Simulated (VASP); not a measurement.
Runs of VASP 6.6.1 on CdSe. The structure is that of space group F-43m (No. 216), or close to it. The cells are those of the table. 

| cell | gap on the mesh (eV) | pressure (GPa) |
| --- | --- | --- |
| a = 4.385 Å, angles 60.0°, 2 atoms | 0.49 | 0.2 |
| a = 4.342 Å, angles 60.0°, 2 atoms | (a) | 1.6 |
| a = 4.253 Å, angles 60.0°, 2 atoms | 0.68 | 5.3 |
| a = 4.298 Å, angles 60.0°, 2 atoms | (b) | (c) |
| a = 4.427 Å, angles 60.0°, 2 atoms | 0.43 | -1.1 |

Alike in all rows: task single point; level PBE; potentials or basis VASP PAW PBE potentials, release 64 (Cd, Se); no spin polarisation; k mesh 6 × 6 × 6; cutoff (eV) 520; smearing fermi-dirac 0.1 eV.

Task: Estimate the missing entries.

Result: (a) 0.55; (b) 0.61; (c) 3.3.

A k mesh can miss the band edges, and the runs leave out spin-orbit coupling on Cd, Se.
